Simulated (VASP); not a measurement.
LiSe4:

```
Li Se
1.0
     5.37752    0.00000    0.00000
     0.00000    5.37752    0.00000
     0.00000    0.00000    2.67302
Li Se
1 4
Cartesian
  2.6888 2.6888 1.3365
  1.3444 4.0331 0.0000
  1.3444 1.3444 0.0000
  4.0331 4.0331 0.0000
  4.0331 1.3444 0.0000
```

* Program: VASP 6.6.1
* Task: relaxation of cell and atoms
* Functional: PBE
* Dispersion: D3(BJ)
* Potentials or basis: VASP PAW PBE potentials, release 64 (Li_sv, Se)
* Cutoff: 600 eV
* k mesh: 4 × 4 × 6
* Occupations: gaussian, width 0.1 eV
* Spin: no spin polarisation

At the start: pressure 30.5 GPa; volume 15.46 Å³/atom.

Problem. Where does the relaxation end?

Solution. Over 22 steps the energy falls by 554.0 meV/atom and the volume is 21.74 Å³/atom (+40.6 %); space group P4/mmm (No. 123, to 0.1 Å) before and after.

The path:
```
step  energy change (eV)  largest force (eV/Å)  pressure (GPa)  volume (Å³)
   1              0.0000                1.4184           30.46        77.30
   2             -1.7109                0.1636           -6.71       114.93
   3             -1.9957                0.3016           -0.76       101.12
   4             -1.9960                0.2915           -1.13       101.72
   5             -2.1324                0.1269           -0.43       100.79
   6             -2.4535                0.6699            4.96        97.30
   7             -2.3558                1.0826            8.90        95.61
   8             -2.4554                0.7670            5.73        96.93
   9             -2.5031                0.8412            5.77        97.73
  10             -2.5384                0.8180            5.91        98.90
  11             -2.5089                0.9689            6.66       101.09
  12             -2.5465                0.8244            6.07        99.69
  13             -2.6338                0.6628            4.21       101.89
  14             -2.7454                0.3161           -0.04       108.12
  15             -2.7474                0.2767           -0.54       109.02
  16             -2.7474                0.2685           -0.65       109.21
  17             -2.7544                0.2306           -0.53       109.10
  18             -2.7676                0.1120           -0.14       108.78
  19             -2.7561                0.1460            0.88       108.10
  20             -2.7696                0.0456            0.11       108.59
  21             -2.7696                0.0409            0.12       108.58
  22             -2.7702                0.0270            0.00       108.71
```

Final structure:
```yaml
crystal:
  lattice:
    - [5.40715, 0.00000, 0.00000]
    - [0.00000, 5.40715, 0.00000]
    - [0.00000, 0.00000, 3.71823]
  atoms:
    - { symbol: Li, position: [0.50000, 0.50000, 0.50000] }
    - { symbol: Se, position: [0.24243, 0.75757, 0.00000] }
    - { symbol: Se, position: [0.24243, 0.24243, 0.00000] }
    - { symbol: Se, position: [0.75757, 0.75757, 0.00000] }
    - { symbol: Se, position: [0.75757, 0.24243, 0.00000] }
```

Caveat: the k points lie up to 0.29 Å⁻¹ apart in the final cell; the cutoff is under 1.25 times the usual one of these potentials, so pressure, stress and relaxed cells hold a basis-set (Pulay) error; the volume moved by over 15 % at a fixed basis, so the end points are rough; the highest band is partly filled, so the run has too few bands.
